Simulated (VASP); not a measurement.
A run of VASP 6.6.1 is set up as follows.

INCAR

```
SYSTEM = Be24N
  ALGO = Normal
  DIPOL = 0.5 0.5 0.321
  EDIFF = 1E-6
  ENCUT = 520
  GGA = PE
  IDIPOL = 3
  ISIF = 2
  ISMEAR = 0
  LASPH = .TRUE.
  LCHARG = .FALSE.
  LDIPOL = .TRUE.
  LREAL = Auto
  LWAVE = .FALSE.
  NBANDS = 44
  NELM = 80
  PREC = Accurate
  SIGMA = 0.1
```

The input KPOINTS:

```
k-points
0
G
  6 4 1
  0 0 0
```

POSCAR

```
Be24N
1.0
    4.5254381414      0.0000000000      0.0000000000
    0.0000000000      7.1336190818      0.0000000000
    0.0000000000      0.0000000000     19.8685529820
Be N
24 1
Direct
    0.0000000000      0.3750000000      0.2013231665
    0.0000000000      0.8750000000      0.2013231665
    0.5000000000      0.3750000000      0.2013231665
    0.5000000000      0.8750000000      0.2013231665
    0.2500000000      0.1250000000      0.2341987732
    0.2500000000      0.6250000000      0.2341987732
    0.7500000000      0.1250000000      0.2341987732
    0.7500000000      0.6250000000      0.2341987732
    0.2500000000      0.3750000000      0.2999499864
    0.2500000000      0.8750000000      0.2999499864
    0.7500000000      0.3750000000      0.2999499864
    0.7500000000      0.8750000000      0.2999499864
    0.0000000000      0.1250000000      0.3268353587
    0.0000000000      0.6250000000      0.3268353587
    0.5000000000      0.1250000000      0.3268353587
    0.5000000000      0.6250000000      0.3268353587
    0.0000000000      0.3750000000      0.3993099160
    0.0000000000      0.8750000000      0.3993099160
    0.5000000000      0.3750000000      0.3993099160
    0.5000000000      0.8750000000      0.3993099160
    0.2500000000      0.1250000000      0.4211958963
    0.2500000000      0.6250000000      0.4211958963
    0.7500000000      0.1250000000      0.4211958963
    0.7500000000      0.6250000000      0.4211958963
    0.2500000000      0.1875000000      0.4917299740
```

Potentials or basis: VASP PAW PBE potentials, release 64 (Be, N).

Command:

```console
$ cat potpaw_PBE.64/Be/POTCAR potpaw_PBE.64/N/POTCAR > POTCAR
$ mpirun -np 1 vasp_std > vasp.out
```

Problem. Estimate the largest force.

Solution. 1.657 eV/Å.

Problem. What does it give for the band gap on the k mesh?

Solution. Zero (an odd number of electrons rules out a gap without spin polarisation).

Forces on the atoms (eV/Å):
```
Be  -0.010  0.036  0.458
Be  -0.007 -0.047  0.477
Be   0.010  0.036  0.458
Be   0.007 -0.047  0.477
Be   0.000  0.019 -0.654
Be   0.000 -0.050 -0.592
Be   0.000  0.057 -0.659
Be   0.000 -0.061 -0.764
Be   0.000 -0.075  0.169
Be   0.000 -0.018  0.169
Be   0.000 -0.209  0.172
Be   0.000  0.089  0.172
Be   0.008 -0.013 -0.062
Be  -0.020  0.030 -0.009
Be  -0.008 -0.013 -0.062
Be   0.020  0.030 -0.009
Be  -0.041 -0.017  0.446
Be  -0.154 -0.352 -0.111
Be   0.041 -0.017  0.446
Be   0.154 -0.352 -0.111
Be   0.000 -1.005 -1.317
Be   0.000  0.318  0.088
Be   0.000  0.119  0.654
Be   0.000  0.025  0.128
N    0.000  1.517  0.033
```
